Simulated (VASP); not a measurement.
Input of a VASP 6.6.1 run:

INCAR

```
SYSTEM = LiSi16
PREC = Accurate ; ENCUT = 520
EDIFF = 1E-7 ; ISMEAR = 0
SIGMA = 0.02 ; LREAL = Auto
LASPH = .TRUE. ; NELM = 100
ALGO = Normal ; ISIF = 2
LWAVE = .FALSE. ; LCHARG = .TRUE.
GGA = PE ; LELF = .TRUE.
LVHAR = .TRUE. ; NELECT = 66.0
NBANDS = 48
```

File KPOINTS:

```
Automatic mesh
0
G
  2 2 2
  0 0 0
```

The input POSCAR:

```
LiSi16
1.0
    0.0000000000      5.4300000000      5.4300000000
    5.4300000000      0.0000000000      5.4300000000
    5.4300000000      5.4300000000      0.0000000000
Si Li
16 1
Direct
    0.0003906998     -0.0000803867     -0.0045093002
    0.1321455801      0.1316139042      0.1048505525
    0.0081058011      0.0074402394      0.4771689687
    0.1213839779      0.1208252302      0.6220784530
    0.0003913444      0.5044300184     -0.0044876611
    0.1189206262      0.6260219153      0.1292895028
   -0.0155452118      0.5049194291      0.5059131676
    0.1214078269      0.6358682320      0.6220881215
    0.5049483425     -0.0000849908     -0.0045240331
    0.6264867403      0.1184110497      0.1293447514
    0.5054992634     -0.0162259669      0.5059983425
    0.6365367403      0.1208002762      0.6220774401
    0.4934289134      0.4929436464      0.0209355433
    0.6264899632      0.6260150092      0.1293229282
    0.5054932781      0.5049306630      0.5059616022
    0.6172720074      0.6166077348      0.6496813996
    0.3468270718      0.3459707182      0.4613075506
```

Potentials or basis: VASP PAW PBE potentials, release 64 (Si, Li_sv).

Launch:

```bash
$ cat potpaw_PBE.64/Si/POTCAR potpaw_PBE.64/Li_sv/POTCAR > POTCAR
$ mpirun -np 1 vasp_std > vasp.out
```

Q: Predict the largest force.

A: 0.749 eV/Å.

Forces in eV/Å, atoms in the order of the input:
```
Si   0.035  0.034 -0.021
Si   0.021  0.020 -0.020
Si   0.030  0.029 -0.029
Si   0.056  0.058  0.006
Si   0.019  0.034 -0.036
Si   0.055 -0.023 -0.056
Si   0.014  0.047 -0.015
Si  -0.005  0.058 -0.057
Si   0.035  0.022 -0.035
Si  -0.024  0.056 -0.055
Si   0.047  0.013 -0.013
Si   0.057 -0.006 -0.058
Si  -0.039 -0.038  0.038
Si   0.055  0.057  0.024
Si   0.013  0.014 -0.047
Si   0.059  0.057 -0.059
Li  -0.430 -0.434  0.433
```

Caveat: the k points lie up to 0.50 Å⁻¹ apart; the cell carries a net charge on a neutralising background, which shifts energy and pressure.
